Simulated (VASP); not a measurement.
# F (Im-3m) in VASP: further runs

F is run at these levels: PBEsol; tasks: single point.

Everything below comes from runs of VASP 6.6.1. Logs are shortened: lines on timing, memory, paths and dates and some standing lists are left out, and cuts for length are marked.

## Step 1: The cell of the first run

The structure is cubic, space group Im-3m (No. 229). The conventional cell has a = 2.238 Å, b = 2.238 Å, c = 2.238 Å, α = 90.00°, β = 90.00°, γ = 90.00°. F (site symmetry m-3m) has 14 F at 1.94 to 2.24 Å within 2.6 Å.

## Step 2: Single point, PBEsol

Contents of INCAR:

```
SYSTEM = F
PREC     = Accurate       ! precision mode
ENCUT    = 600            ! plane-wave cutoff, eV
EDIFF    = 1E-6           ! SCF threshold, eV
ISMEAR   = -1             ! smearing method
SIGMA    = 0.08           ! smearing width, eV
LREAL    = .False.        ! projectors in reciprocal space
LASPH    = .True.         ! aspherical terms in the spheres
NELM     = 120            ! most SCF steps
ALGO     = Normal         ! electronic algorithm
ISIF     = 2              ! what is computed and relaxed
LWAVE    = .False.        ! write WAVECAR
LCHARG   = .False.        ! write CHGCAR
GGA      = PS             ! functional
NBANDS   = 10             ! bands
GGA_COMPAT= .False.
```

Contents of KPOINTS:

```
regular mesh
0
Gamma
  21 21 21
  0 0 0
```

Contents of POSCAR:

```
F
1.0
   -1.1190137499      1.1190137499      1.1190137499
    1.1190137499     -1.1190137499      1.1190137499
    1.1190137499      1.1190137499     -1.1190137499
F
1
Direct
    0.0000000000      0.0000000000      0.0000000000
```

Potentials or basis: VASP PAW PBE potentials, release 64 (F).

Started as:

```
$ cat potpaw_PBE.64/F/POTCAR > POTCAR
$ mpirun -np 1 vasp_std > vasp.out
```

OUTCAR:

```text
SYSTEM = F
   PREC = Accurate
   ENCUT = 600
   EDIFF = 1E-6
   ISMEAR = -1
   LREAL = .False.
   LASPH = .True.
   NELM = 120
   ISIF = 2
   GGA = PS

 ion  position               nearest neighbor table
   1  0.000  0.000  0.000-

  LATTYP: Found a body centered cubic cell.
 ALAT       =     2.2380274998

  Lattice vectors:

 A1 = (  -1.1190137499,   1.1190137499,   1.1190137499)
 A2 = (   1.1190137499,  -1.1190137499,   1.1190137499)
 A3 = (   1.1190137499,   1.1190137499,  -1.1190137499)

Analysis of symmetry for initial positions (statically):
=====================================================================
 Subroutine PRICEL returns:
 Original cell was already a primitive cell.

 Routine SETGRP: Setting up the symmetry group for a
 body centered cubic supercell.

 Subroutine GETGRP returns: Found 48 space group operations
 (whereof 48 operations were pure point group operations)
 out of a pool of 48 trial point group operations.

The static configuration has the point symmetry O_h .

Analysis of symmetry for dynamics (positions and initial velocities):
=====================================================================
 Subroutine PRICEL returns:
 Original cell was already a primitive cell.

 Routine SETGRP: Setting up the symmetry group for a
 body centered cubic supercell.

 Subroutine GETGRP returns: Found 48 space group operations
 (whereof 48 operations were pure point group operations)
 out of a pool of 48 trial point group operations.

The dynamic configuration has the point symmetry O_h .

 Subroutine INISYM returns: Found 48 space group operations
 (whereof 48 operations are pure point group operations),
 and found     1 'primitive' translations

----------------------------------------------------------------------------------------

                                     Primitive cell

  volume of cell :       5.6049

  direct lattice vectors                    reciprocal lattice vectors
    -1.119013750  1.119013750  1.119013750     0.000000000  0.446822034  0.446822034
     1.119013750 -1.119013750  1.119013750     0.446822034  0.000000000  0.446822034
     1.119013750  1.119013750 -1.119013750     0.446822034  0.446822034  0.000000000

  length of vectors
     1.938188669  1.938188669  1.938188669     0.631901781  0.631901781  0.631901781

  position of ions in fractional coordinates (direct lattice)
     0.000000000  0.000000000  0.000000000

  ion indices of the primitive-cell ions
   primitive index   ion index
                 1           1

----------------------------------------------------------------------------------------

 KPOINTS: regular mesh

Automatic generation of k-mesh.
 Grid dimensions read from file:
 generate k-points for:   21   21   21

 Generating k-lattice:

  Cartesian coordinates                     Fractional coordinates (reciprocal lattice)
     0.000000000  0.021277240  0.021277240     0.047619048  0.000000000  0.000000000
     0.021277240  0.000000000  0.021277240     0.000000000  0.047619048  0.000000000
     0.021277240  0.021277240  0.000000000     0.000000000  0.000000000  0.047619048

  Length of vectors
     0.030090561  0.030090561  0.030090561

  Shift w.r.t. Gamma in fractional coordinates (k-lattice)
     0.000000000  0.000000000  0.000000000

 Subroutine IBZKPT returns following result:
 ===========================================

 Found    286 irreducible k-points:

 Following reciprocal coordinates:
            Coordinates               Weight
  0.000000  0.000000  0.000000      1.000000
  0.047619  0.000000  0.000000     12.000000
  0.095238  0.000000  0.000000     12.000000
  0.142857  0.000000  0.000000     12.000000
  0.190476  0.000000  0.000000     12.000000
  0.238095  0.000000  0.000000     12.000000
[... 16 lines left out ...]
  0.142857  0.095238 -0.000000     48.000000
  0.190476  0.095238  0.000000     48.000000
 [... further k-points ...]
   k-points           NKPTS =    286   k-points in BZ     NKDIM =    286   number of bands    NBANDS=     10
   number of dos      NEDOS =    301   number of ions     NIONS =      1
   total plane-waves  NPLWV =   4096
   dimension x,y,z NGX =    16 NGY =   16 NGZ =   16
   dimension x,y,z NGXF=    32 NGYF=   32 NGZF=   32
   ions per type =               1
   NGX,Y,Z   is equivalent  to a cutoff of  13.72, 13.72, 13.72 a.u.
   NGXF,Y,Z  is equivalent  to a cutoff of  27.45, 27.45, 27.45 a.u.
 SYSTEM =  F
   PREC   = accura    normal or accurate (medium, high low for compatibility)
   ISTART =      0    job   : 0-new  1-cont  2-samecut
   ICHARG =      2    charge: 1-file 2-atom 10-const
   ISPIN  =      1    spin polarized calculation?
   LNONCOLLINEAR =      F non collinear calculations
   LSORBIT =      F    spin-orbit coupling
   LASPH  =      T    aspherical Exc in radial PAW
   ENCUT  =  600.0 eV  44.10 Ry    6.64 a.u.   3.87  3.87  3.87*2*pi/ulx,y,z
   NELM   =    120;   NELMIN=  2; NELMDL= -5     # of ELM steps
   EDIFF  = 0.1E-05   stopping-criterion for ELM
   LREAL  =      F    real-space projection
   EDIFFG = 0.1E-04   stopping-criterion for IOM
   NSW    =      0    number of steps for IOM
   IBRION =     -1    ionic relax: 0-MD 1-quasi-New 2-CG
   NFREE  =      0    steps in history (QN), initial steepest desc. (CG)
   ISIF   =      2    stress and relaxation
   ISYM   =      2    0-nonsym 1-usesym 2-fastsym
   POTIM  = 0.5000    time-step for ionic-motion
   TEBEG  =    0.0;   TEEND  =   0.0 temperature during run
   PSTRESS=    0.0 pullay stress
   NELECT =       7.0000    total number of electrons
   NUPDOWN=      -1.0000    fix difference up-down
   EMIN   =  10.00;   EMAX   =-10.00  energy-range for DOS
   EFERMI =   0.00;   METHOD = LEGACY
   ISMEAR =    -1;   SIGMA  =   0.08  broadening in eV -4-tet -1-fermi 0-gaus
   EFERMI_NEDOS =   21; number of points for ismear=-14 and -15
   IALGO  =     38    algorithm
   IMIX   =      4    mixing-type and parameters
     AMIX     =   0.40;   BMIX     =  1.00
     AMIX_MAG =   1.60;   BMIX_MAG =  1.00
  volume/ion in A,a.u.               =       5.60        37.82
  Fermi-wavevector in a.u.,A,eV,Ry     =   1.762999  3.331585 42.289163  3.108166
  Thomas-Fermi vector in A             =   2.831261
   LORBIT       =      0    0 simple, 1 ext, 2 COOP (PROOUT), +10 PAW based schemes
   GGA     = PS    functional components
   LHFCALC =     F    Hartree Fock is set to
   AEXX    =    0.0000 exact exchange contribution
   IVDW    =     0    specifies the selected vdW correction
   LEPSILON=     F    determine dielectric tensor
   LRPA    =     F    only Hartree local field effects (RPA)
 non-spin polarized calculation
  energy-cutoff  :      600.00
  volume of cell :        5.60
 maximum number of plane-waves:       197
   NGX =  7   NGY =  7   NGZ =  7

 number of electron       7.0000002 magnetization

 Free energy of the ion-electron system (eV)
  ---------------------------------------------------
  ext. energy  EPLUGINS =         0.00000000
  ---------------------------------------------------
  free energy    TOTEN  =        -0.10834351 eV

  energy without entropy =       -0.07963334  energy(sigma->0) =       -0.09398843

 E-fermi :   4.0554     XC(G=0): -14.2597

 val. band max:        4.0546136670   @ k =  -0.1905   0.1905   0.0952
 cond. band min:       4.0636178924   @ k =  -0.3333   0.3810   0.0952
 fundamental gap:      0.0090042255
 Fermi energy:         4.0554325669

 k-point     1 :       0.0000    0.0000    0.0000
  band No.  band energies     occupation
      1     -23.6359      2.00000
      2       5.1831      0.00000
      3       5.1831      0.00000
      4       5.1831      0.00000
      5      25.5524      0.00000
      6      48.5528      0.00000
      7      48.5529      0.00000
      8      48.5529      0.00000
      9      53.0533      0.00000
     10      53.0533      0.00000

 k-point     2 :       0.0476    0.0000    0.0000
  band No.  band energies     occupation
      1     -23.5485      2.00000
      2       4.9596      0.00002
      3       5.1213      0.00000
      4       5.1739      0.00000
      5      25.7158      0.00000
      6      47.5607      0.00000
      7      47.7069      0.00000
      8      48.8076      0.00000
      9      51.5432      0.00000
     10      52.2165      0.00000

 k-point     3 :       0.0952    0.0000    0.0000
  band No.  band energies     occupation
      1     -23.2880      2.00000
      2       4.3162      0.07396
      3       4.9439      0.00003
      4       5.1473      0.00000
      5      26.1739      0.00000
      6      44.7932      0.00000
      7      45.9728      0.00000
      8      49.5604      0.00000
      9      50.9795      0.00000
     10      51.2527      0.00000

 k-point     4 :       0.1429    0.0000    0.0000
  band No.  band energies     occupation
      1     -22.8613      2.00000
      2       3.3226      1.99979
      3       4.6721      0.00090
      4       5.1050      0.00000
      5      26.8379      0.00000
      6      41.7705      0.00000
      7      44.1168      0.00000
      8      49.9621      0.00000
      9      50.7764      0.00000
     10      51.8144      0.00000
[... 222 lines left out ...]
 k-point    22 :       0.0952    0.0952    0.0000
  band No.  band energies     occupation
      1     -22.6099      2.00000
      2       2.8279      2.00000
      3       4.6055      0.00206
      4       4.9211      0.00004
      5      27.2117      0.00000
      6      40.8770      0.00000
      7      42.5183      0.00000
      8      49.4878      0.00000
      9      51.4289      0.00000
     10      53.7705      0.00000

 k-point    23 :       0.1429    0.0952   -0.0000
  band No.  band energies     occupation
      1     -22.0379      2.00000
      2       1.7130      2.00000
      3       4.2312      0.20007
      4       4.8176      0.00015
      5      27.9353      0.00000
      6      38.5867      0.00000
      7      40.9678      0.00000
      8      49.3425      0.00000
      9      52.9083      0.00000
     10      54.6933      0.00000

 k-point    24 :       0.1905    0.0952    0.0000
  band No.  band energies     occupation
      1     -21.3354      2.00000
      2       0.4391      2.00000
      3       3.7850      1.93414
      4       4.7274      0.00045
      5      28.6224      0.00000
      6      36.6013      0.00000
      7      39.6976      0.00000
      8      49.2745      0.00000
      9      54.6330      0.00000
     10      55.7635      0.00000

 [... further k-points ...]

------------------------ aborting loop because EDIFF is reached ----------------------------------------

  FORCE on cell =-STRESS in cart. coord.  units (eV):
  Direction    XX          YY          ZZ          XY          YZ          ZX
  --------------------------------------------------------------------------------------
  -------------------------------------------------------------------------------------
  Total        4.5198580      4.5198580      4.5198580      0.0000000      0.0000000      0.0000000
  in kB     1292.0196354   1292.0196354   1292.0196354      0.0000000      0.0000000      0.0000000
  external PRESSURE =    1292.0196354 kB  Pullay stress =       0.0000000 kB

 VOLUME and BASIS-vectors are now :
 -----------------------------------------------------------------------------
  energy-cutoff  :      600.00
  volume of cell :        5.60
      direct lattice vectors                 reciprocal lattice vectors
    -1.119013750  1.119013750  1.119013750     0.000000000  0.446822034  0.446822034
     1.119013750 -1.119013750  1.119013750     0.446822034  0.000000000  0.446822034
     1.119013750  1.119013750 -1.119013750     0.446822034  0.446822034  0.000000000

 POSITION                                       TOTAL-FORCE (eV/Angst)
 -----------------------------------------------------------------------------------
      0.00000      0.00000      0.00000        -0.000000     -0.000000      0.000000
 -----------------------------------------------------------------------------------
    total drift:                                0.000000      0.000000      0.000000

  FREE ENERGIE OF THE ION-ELECTRON SYSTEM (eV)
  ---------------------------------------------------
  free  energy   TOTEN  =        -0.1083435145 eV

  energy  without entropy=       -0.0796333394  energy(sigma->0) =       -0.09398843
```

Wall time 18 s (1 thread of AMD EPYC 7R13 (Zen 3), shared host); peak memory 0.08 GiB.

Results:

| Item | Value |
| --- | --- |
| Free energy | -0.1083 eV |
| Pressure | 129.2 GPa |
| Band gap on the k mesh | zero (an odd number of electrons rules out a gap without spin polarisation) |

Levels at points of the mesh, in eV from the Fermi level:
```
           k point  band 1  band 2  band 3  band 4  band 5  band 6  band 7  band 8
(0.00, 0.00, 0.00)  -27.69    1.13    1.13    1.13   21.50   44.50   44.50   44.50
```

Caveat: the cell stands under pressure; the PAW data sets were made with another functional, which shifts forces and pressure a little; an odd number of electrons without spin polarisation forces a metal; a magnetic or distorted state may lie lower.

[end of part 1 of 2]
